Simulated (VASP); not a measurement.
Write the native input for VASP 6.6.1 that does the following.

| Property | Result |
| --- | --- |
| Task | single point |
| Functional | LDA |
| Potentials or basis | VASP PAW LDA potentials, release 64 (Si, As) |
| Cutoff | 520 eV |
| k mesh | 2 × 2 × 2 |
| Occupations | gaussian, width 0.02 eV |
| Spin | collinear spin |
| Starting moments | [0.0, 0.0, 0.0, 0.0, 0.0, 0.0, 0.0, 0.0, 0.0, 0.0, 0.0, 0.0, 0.0, 0.0, 0.0, 0.0, 1.0] μB |
| Dipole correction | no |
| Further INCAR settings | LREAL = Auto; ALGO = Normal; EDIFF = 1e-07; NBANDS = 52 |

The structure of Si16As (a cell with a defect) lies in POSCAR:

```
Si16As
1.0
    0.0000000000      5.4300000000      5.4300000000
    5.4300000000      0.0000000000      5.4300000000
    5.4300000000      5.4300000000      0.0000000000
Si As
16 1
Direct
    0.0031140738      0.0041544944     -0.0034656605
    0.1232384988      0.1240852141      0.1288680082
   -0.0002146721      0.0000454763      0.5002121801
    0.1232997941      0.1238454261      0.6241753280
    0.0030715053      0.4964709010     -0.0033254589
    0.1357646817      0.6213849390      0.1218108977
    0.0031076459      0.4962002861      0.5046247575
    0.1232505202      0.6287449151      0.6243066125
    0.4956542479      0.0041715379     -0.0036648624
    0.6203380466      0.1372291414      0.1214360346
    0.4956806610      0.0039062826      0.5043959270
    0.6285270646      0.1237895827      0.6239903305
    0.4988030629      0.5003370753      0.0010092856
    0.6203099302      0.6213216762      0.1216154666
    0.4956476920      0.4961193860      0.5045268272
    0.6203182875      0.6209610370      0.6379004205
    0.7488154596      0.7503203288      0.2510506060
```

One way to write it, as run:

INCAR

```
ALGO = Normal
EDIFF = 1E-7
ENCUT = 520
ISIF = 2
ISMEAR = 0
ISPIN = 2
LASPH = True
LCHARG = False
LORBIT = 11
LREAL = Auto
LWAVE = False
MAGMOM = 0 0 0 0 0 0 0 0 0 0 0 0 0 0 0 0 1
NBANDS = 52
NELM = 150
PREC = Accurate
SIGMA = 0.02
```

KPOINTS

```
k-points
0
Gamma
  2 2 2
```

Potentials or basis: VASP PAW LDA potentials, release 64 (Si, As).

Run with:

```console
$ cat potpaw_LDA.64/Si/POTCAR potpaw_LDA.64/As/POTCAR > POTCAR
$ mpirun -np 1 vasp_std > vasp.out
```

Results of the run:

```
Pressure                                              : 3.2 GPa
Largest force                                         : 0.031 eV/Å
Net moment                                            : 0.00 μB per cell
Valence electrons inside the program's atomic spheres : Si 1.69, 1.71, 1.72, 1.78 (each value once); As 2.89
```

Caveat: the k points lie up to 0.50 Å⁻¹ apart.

Wall time 13 min on 1 thread of Intel Xeon 8259CL, on a shared host, peak memory 0.49 GiB.
